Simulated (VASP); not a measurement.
Crystal: Al.

```
CELL_PARAMETERS angstrom
0.00000 2.02510 2.02510
2.02510 0.00000 2.02510
2.02510 2.02510 0.00000
ATOMIC_POSITIONS crystal
Al 0.00000 0.00000 0.00000
```

```yaml
Program: VASP 6.6.1
Task: relaxation of cell and atoms
Functional: LDA
Potentials_or_basis: VASP PAW LDA potentials, release 64 (Al)
Cutoff: 600 eV
k_mesh: 18 × 18 × 18
Occupations: fermi-dirac, width 0.05 eV
Spin: no spin polarisation
```

At the start: pressure -3.6 GPa; volume 16.61 Å³/atom.

Problem. Where does the relaxation end?

Solution. Over 3 steps the energy falls by 9.4 meV/atom and the volume is 15.82 Å³/atom (-4.8 %); space group Fm-3m (No. 225, to 0.1 Å) before and after.

The path:
| step | energy change (eV) | largest force (eV/Å) | pressure (GPa) | volume (Å³) |
| --- | --- | --- | --- | --- |
| 1 | 0.0000 | 0.0000 | -3.64 | 16.61 |
| 2 | -0.0092 | 0.0000 | 0.52 | 15.72 |
| 3 | -0.0094 | 0.0000 | 0.00 | 15.82 |

Final structure:
```xyz
1
Lattice="0.0000 1.9923 1.9923 1.9923 0.0000 1.9923 1.9923 1.9923 0.0000" Properties=species:S:1:pos:R:3 pbc="T T T"
Al    0.0000    0.0000    0.0000
```
